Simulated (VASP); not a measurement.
Here is a VASP 6.6.1 calculation.

INCAR

```
PREC = Accurate ; ENCUT = 600
EDIFF = 1E-6 ; ISMEAR = -1
SIGMA = 0.05 ; LREAL = False
LASPH = True ; NELM = 120
ALGO = Normal ; ISIF = 2
LWAVE = False ; LCHARG = False
GGA = PE ; NBANDS = 9
GGA_COMPAT = False
```

File KPOINTS:

```
regular mesh
0
Gamma
  18 18 18
```

File POSCAR:

```
Be
1.0
    0.0000000000      1.8626128046      1.8626128046
    1.8626128046      0.0000000000      1.8626128046
    1.8626128046      1.8626128046      0.0000000000
Be
2
Direct
   -0.1250000000     -0.1250000000     -0.1250000000
    0.1250000000      0.1250000000      0.1250000000
```

Potentials or basis: VASP PAW PBE potentials, release 64 (Be).

The run is started by

```bash
$ cat potpaw_PBE.64/Be/POTCAR > POTCAR
$ mpirun -np 1 vasp_std > vasp.out
```

(1) Estimate the pressure.

(2) Estimate the band gap on the k mesh.

Answers

(1) 140.8 GPa.

(2) zero (bands 2 and 3 overlap by 9.90 eV).

Caveat: the cell stands under pressure.
